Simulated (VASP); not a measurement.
A run of VASP 6.6.1 is set up as follows.

File INCAR:

```
PREC = Accurate
ENCUT = 600
EDIFF = 1E-6
ISMEAR = 0
SIGMA = 0.15
LREAL = False
LASPH = True
NELM = 200
ALGO = Normal
ISIF = 2
LWAVE = False
LCHARG = False
ISPIN = 2
MAGMOM = 1.13 1.13 0.49 0 0
LORBIT = 11
LMAXMIX = 4
GGA = PS
NBANDS = 40
GGA_COMPAT = False
KPAR = 4
```

KPOINTS

```
Automatic mesh
0
Gamma
  12 12 10
```

Contents of POSCAR:

```
Co3Sn2
1.0
    4.6314954736      0.0000000000      0.0000000000
   -2.3157477368      4.0109927376      0.0000000000
    0.0000000000      0.0000000000      4.9931273390
Co Sn
3 2
Direct
    0.0000000000      0.0000000000      0.7461013601
    0.0000000000      0.0000000000      0.2538986399
    0.6666666667      0.3333333333      0.0000000000
    0.6666666667      0.3333333333      0.5000000000
    0.3333333333      0.6666666667      0.0000000000
```

Potentials or basis: VASP PAW PBE potentials, release 64 (Co, Sn_d).

Command:

```console
$ cat potpaw_PBE.64/Co/POTCAR potpaw_PBE.64/Sn_d/POTCAR > POTCAR
$ mpirun -np 4 vasp_std > vasp.out
```

(1) Estimate the largest force.

(2) Predict the net moment.

Answers

(1) 0.075 eV/Å.

(2) 3.71 μB per cell.

Caveat: the cell differs from its parent crystal (strain +0.1125 x Voigt [1, 1, 0, 0, 0, 0]); the PAW data sets were made with another functional, which shifts forces and pressure a little.
